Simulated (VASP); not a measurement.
# CaSe (Cmmm) in VASP: notebook, part 2 of 2

VASP 6.6.1. Earlier steps stand in the parts before.

## 4. Relaxation of cell and atoms, PBE+D3(BJ)

This run uses another cell than the first one, of 23.37 Å³/atom.

INCAR

```
ALGO     = Normal         # electronic algorithm
EDIFF    = 1E-6           # SCF threshold, eV
EDIFFG   = -0.04          # ionic threshold
ENCUT    = 600            # plane-wave cutoff, eV
GGA      = PE             # functional
IBRION   = 2              # ionic algorithm
ISIF     = 3              # what is computed and relaxed
ISMEAR   = 0              # smearing method
IVDW     = 12             # dispersion correction
LASPH    = True           # aspherical terms in the spheres
LCHARG   = False          # write CHGCAR
LREAL    = False          # projectors in reciprocal space
LWAVE    = False          # write WAVECAR
NELM     = 60             # most SCF steps
NSW      = 90             # ionic steps
PREC     = Accurate       # precision mode
SIGMA    = 0.1            # smearing width, eV
```

KPOINTS

```
k-points
0
Gamma
  6 6 6
```

POSCAR

```
CaSe
1.0
    2.4311494770     -2.6586839068      0.0000000000
    2.4311494770      2.6586839068      0.0000000000
    0.0000000000      0.0000000000      3.6162108798
Ca Se
1 1
Direct
    0.0000000000      0.0000000000      0.0000000000
    0.5000000000      0.5000000000      0.5000000000
```

Potentials or basis: VASP PAW PBE potentials, release 64 (Ca_sv, Se).

Run with:

```sh
> cat potpaw_PBE.64/Ca_sv/POTCAR potpaw_PBE.64/Se/POTCAR > POTCAR
> mpirun -np 1 vasp_std > vasp.out
```

OUTCAR:

```text
EDIFF = 1E-6
   EDIFFG = -0.04
   ENCUT = 600
   GGA = PE
   IBRION = 2
   ISIF = 3
   ISMEAR = 0
   IVDW = 12
   LASPH = True
   LREAL = False
   NELM = 60
   NSW = 90
   PREC = Accurate
 IVDW          = 12

 ion  position               nearest neighbor table
   1  0.000  0.000  0.000-
   2  0.500  0.500  0.500-

  LATTYP: Found a base centered orthorhombic cell.
 ALAT       =     4.8622989540
 B/A-ratio  =     1.0935912958
 C/A-ratio  =     0.7437245044

  Lattice vectors:

 A1 = (   2.4311494770,  -2.6586839068,   0.0000000000)
 A2 = (   2.4311494770,   2.6586839068,   0.0000000000)
 A3 = (   0.0000000000,   0.0000000000,   3.6162108798)

Analysis of symmetry for initial positions (statically):
=====================================================================
 Subroutine PRICEL returns:
 Original cell was already a primitive cell.

 Routine SETGRP: Setting up the symmetry group for a
 base centered orthorhombic supercell.

 Subroutine GETGRP returns: Found  8 space group operations
 (whereof  8 operations were pure point group operations)
 out of a pool of  8 trial point group operations.

The static configuration has the point symmetry D_2h.

Analysis of symmetry for dynamics (positions and initial velocities):
=====================================================================
 Subroutine PRICEL returns:
 Original cell was already a primitive cell.

 Routine SETGRP: Setting up the symmetry group for a
 base centered orthorhombic supercell.

 Subroutine GETGRP returns: Found  8 space group operations
 (whereof  8 operations were pure point group operations)
 out of a pool of  8 trial point group operations.

The dynamic configuration has the point symmetry D_2h.

 Subroutine INISYM returns: Found  8 space group operations
 (whereof  8 operations are pure point group operations),
 and found     1 'primitive' translations

----------------------------------------------------------------------------------------

                                     Primitive cell

  volume of cell :      46.7479

  direct lattice vectors                    reciprocal lattice vectors
     2.431149477 -2.658683907  0.000000000     0.205664030 -0.188062973  0.000000000
     2.431149477  2.658683907  0.000000000     0.205664030  0.188062973  0.000000000
     0.000000000  0.000000000  3.616210880     0.000000000  0.000000000  0.276532546

  length of vectors
     3.602650121  3.602650121  3.616210880     0.278685083  0.278685083  0.276532546

  position of ions in fractional coordinates (direct lattice)
     0.000000000  0.000000000  0.000000000
     0.500000000  0.500000000  0.500000000

  ion indices of the primitive-cell ions
   primitive index   ion index
                 1           1
                 2           2

----------------------------------------------------------------------------------------

[... 110 lines left out ...]

 number of electron      16.0000000 magnetization

 Free energy of the ion-electron system (eV)
  ---------------------------------------------------
  ext. energy  EPLUGINS =         0.00000000
  ---------------------------------------------------
  free energy    TOTEN  =        -8.77906868 eV

  energy without entropy =       -8.77906868  energy(sigma->0) =       -8.77906868

------------------------ aborting loop because EDIFF is reached ----------------------------------------

 Edisp (eV)   -0.77839

 E8    (eV) :    -0.3560

  FORCE on cell =-STRESS in cart. coord.  units (eV):
  Direction    XX          YY          ZZ          XY          YZ          ZX
  --------------------------------------------------------------------------------------
  -------------------------------------------------------------------------------------
  Total       0.10362     0.04397    -0.09266     0.00000     0.00000     0.00000
  in kB       3.55117     1.50702    -3.17571     0.00000     0.00000     0.00000
  external pressure =        0.63 kB  Pullay stress =        0.00 kB

 VOLUME and BASIS-vectors are now :
 -----------------------------------------------------------------------------
  energy-cutoff  :      600.00
  volume of cell :       46.75
      direct lattice vectors                 reciprocal lattice vectors
     2.431149477 -2.658683907  0.000000000     0.205664030 -0.188062973  0.000000000
     2.431149477  2.658683907  0.000000000     0.205664030  0.188062973  0.000000000
     0.000000000  0.000000000  3.616210880     0.000000000  0.000000000  0.276532546

 POSITION                                       TOTAL-FORCE (eV/Angst)
 -----------------------------------------------------------------------------------
      0.00000      0.00000      0.00000         0.000000      0.000000      0.000000
      2.43115      0.00000      1.80811         0.000000      0.000000      0.000000
 -----------------------------------------------------------------------------------
    total drift:                               -0.000000      0.000000     -0.000000

  FREE ENERGIE OF THE ION-ELECTRON SYSTEM (eV)
  ---------------------------------------------------
  free  energy   TOTEN  =        -9.5574562375 eV

  energy  without entropy=       -9.5574562365  energy(sigma->0) =       -9.55745624

--------------------------------------- Ionic step        2  -------------------------------------------

 number of electron      16.0000000 magnetization

 Free energy of the ion-electron system (eV)
  ---------------------------------------------------
  ext. energy  EPLUGINS =         0.00000000
  ---------------------------------------------------
  free energy    TOTEN  =        -8.78035432 eV

  energy without entropy =       -8.78035432  energy(sigma->0) =       -8.78035432

 E-fermi :   4.8097     XC(G=0):  -9.6874

 val. band max:        4.4333160459   @ k =   0.5000   0.5000   0.0000
 cond. band min:       5.1870186459   @ k =   0.5000  -0.0000   0.5000
 fundamental gap:      0.7537026000
 Fermi energy:         4.8097279010

 k-point     1 :       0.0000    0.0000    0.0000
  band No.  band energies     occupation
      1     -36.7874      2.00000
      2     -17.7377      2.00000
      3     -17.7252      2.00000
      4     -17.7234      2.00000
      5      -8.7084      2.00000
      6       3.4493      2.00000
      7       3.5552      2.00000
      8       3.7228      2.00000
      9       5.4769      0.00000
     10       5.5295      0.00000
     11       6.6550      0.00000
     12       8.7317      0.00000
[... 331 lines left out ...]
 k-point    24 :       0.5000    0.3333    0.1667
  band No.  band energies     occupation
      1     -36.7598      2.00000
      2     -17.8965      2.00000
      3     -17.8302      2.00000
      4     -17.7364      2.00000
      5      -7.5858      2.00000
      6       0.4532      2.00000
      7       1.3028      2.00000
      8       2.9125      2.00000
      9       6.2592      0.00000
     10       7.5685      0.00000
     11       7.7661      0.00000
     12       9.3075      0.00000

 [... further k-points ...]

------------------------ aborting loop because EDIFF is reached ----------------------------------------

 Edisp (eV)   -0.77735

 E8    (eV) :    -0.3555

  FORCE on cell =-STRESS in cart. coord.  units (eV):
  Direction    XX          YY          ZZ          XY          YZ          ZX
  --------------------------------------------------------------------------------------
  -------------------------------------------------------------------------------------
  Total       0.02027    -0.04243     0.00786     0.00000     0.00000     0.00000
  in kB       0.69382    -1.45223     0.26911     0.00000     0.00000     0.00000
  external pressure =       -0.16 kB  Pullay stress =        0.00 kB

 VOLUME and BASIS-vectors are now :
 -----------------------------------------------------------------------------
  energy-cutoff  :      600.00
  volume of cell :       46.81
      direct lattice vectors                 reciprocal lattice vectors
     2.437225734 -2.661503844  0.000000000     0.205151289 -0.187863715  0.000000000
     2.437225734  2.661503844  0.000000000     0.205151289  0.187863715  0.000000000
     0.000000000  0.000000000  3.608128338     0.000000000  0.000000000  0.277152004

 POSITION                                       TOTAL-FORCE (eV/Angst)
 -----------------------------------------------------------------------------------
      0.00000      0.00000      0.00000        -0.000000      0.000000      0.000000
      2.43723      0.00000      1.80406         0.000000      0.000000      0.000000
 -----------------------------------------------------------------------------------
    total drift:                               -0.000000      0.000000     -0.000000

  FREE ENERGIE OF THE ION-ELECTRON SYSTEM (eV)
  ---------------------------------------------------
  free  energy   TOTEN  =        -9.5577056553 eV

  energy  without entropy=       -9.5577056546  energy(sigma->0) =       -9.55770565

 reached required accuracy - stopping structural energy minimisation
```

Run time: 61 s. Hardware: 1 thread of Intel Xeon 8259CL, shared host; peak memory 0.21 GiB.

Results:

```yaml
Free_energy: -9.5577 eV
Relaxed_volume: 23.40 Å³/atom
Relaxed_cell: a = 3.609 Å, b = 3.609 Å, c = 3.608 Å, α = 90.00°, β = 90.00°, γ = 95.04°
Space_group_after_relaxing_to_0.1_Å: Cmmm (No. 65)
Energy_gained_by_relaxing: 0.1 meV/atom
Ionic_steps: 2
Pressure_after_relaxing: 0.0 GPa
Band_gap_on_the_k_mesh: 0.75 eV (least direct gap 0.76 eV)
Dispersion_energy_per_atom: -0.389 eV
```

Step by step:
```tsv
step	energy change (eV)	largest force (eV/Å)	pressure (GPa)	volume (Å³)
1	0.0000	0.0000	0.06	46.75
2	-0.0002	0.0000	-0.02	46.81
```

Final structure:
```cif
data_structure
_symmetry_space_group_name_H-M 'P 1'
_symmetry_Int_Tables_number 1
_cell_length_a 3.6088
_cell_length_b 3.6088
_cell_length_c 3.6081
_cell_angle_alpha 90.000
_cell_angle_beta 90.000
_cell_angle_gamma 95.037
_cell_volume 46.81
loop_
_atom_site_label
_atom_site_type_symbol
_atom_site_fract_x
_atom_site_fract_y
_atom_site_fract_z
_atom_site_occupancy
Ca1 Ca 0.00000 0.00000 0.00000 1
Se1 Se 0.50000 0.50000 0.50000 1
```

## 5. Summary

```csv
task,cell,k mesh,cutoff (eV),gap on the mesh (eV),pressure (GPa)
single point,"a = 3.604, b = 3.604, c = 3.605 Å, angles 90.0, 90.0, 95.0°, 2 atoms",6 × 6 × 6,520,0.75,0.2
single point,"a = 4.348, b = 4.348, c = 4.298 Å, angles 90.0, 90.0, 120.8°, 2 atoms",6 × 6 × 4,520,0.62,-6.1
relaxation of cell and atoms,"relaxed from a = 3.603, b = 3.603, c = 3.616 Å, angles 90.0, 90.0, 95.1°, 2 atoms",6 × 6 × 6,600,0.75,0.0
```

Alike in all rows: level PBE+D3(BJ); potentials or basis VASP PAW PBE potentials, release 64 (Ca_sv, Se); no spin polarisation; smearing gaussian 0.1 eV.

Caveats: the cell stands under tension (at least some runs).

Total energies depend on the potentials used, so only differences within one code and one set of settings carry meaning.
